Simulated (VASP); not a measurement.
A run of VASP 6.6.1 is set up as follows.

File INCAR:

```
  PREC = Accurate
  ENCUT = 520
  EDIFF = 1E-8
  ISMEAR = -1
  SIGMA = 0.08
  LREAL = False
  LASPH = True
  NELM = 100
  ALGO = Normal
  ISIF = 2
  LWAVE = False
  LCHARG = False
  GGA = PE
  LEFG = True
  NBANDS = 26
```

Contents of KPOINTS:

```
regular mesh
0
Gamma
  6 6 11
```

POSCAR

```
InSb
1.0
    5.3570000000      0.0000000000      0.0000000000
    0.0000000000      5.7120000000      0.0000000000
    0.0000000000      0.0000000000      3.0017400000
In Sb
2 2
Direct
    0.0000000000      0.0000000000      0.0000000000
    0.5000000000      0.5000000000      0.0000000000
    0.5000000000      0.0000000000      0.8350000000
    0.0000000000      0.5000000000      0.1650000000
```

Potentials or basis: VASP PAW PBE potentials, release 64 (In_d, Sb).

Command:

```sh
$ cat potpaw_PBE.64/In_d/POTCAR potpaw_PBE.64/Sb/POTCAR > POTCAR
$ mpirun -np 1 vasp_std > vasp.out
```

(1) What does it give for the band gap on the k mesh?

(2) What does it give for the pressure?

Answers

(1) zero (band 18 reaches 11.46 eV, above the bottom of band 19 at 8.24 eV).

(2) 20.0 GPa.

Caveat: the cell differs from its parent crystal (zz strain of -2 %); without QUAD_EFG the Cq values of the log hold for a quadrupole moment of 1 mb, not for the nuclei; spin-orbit coupling is left out, which moves the levels of the heavy elements.
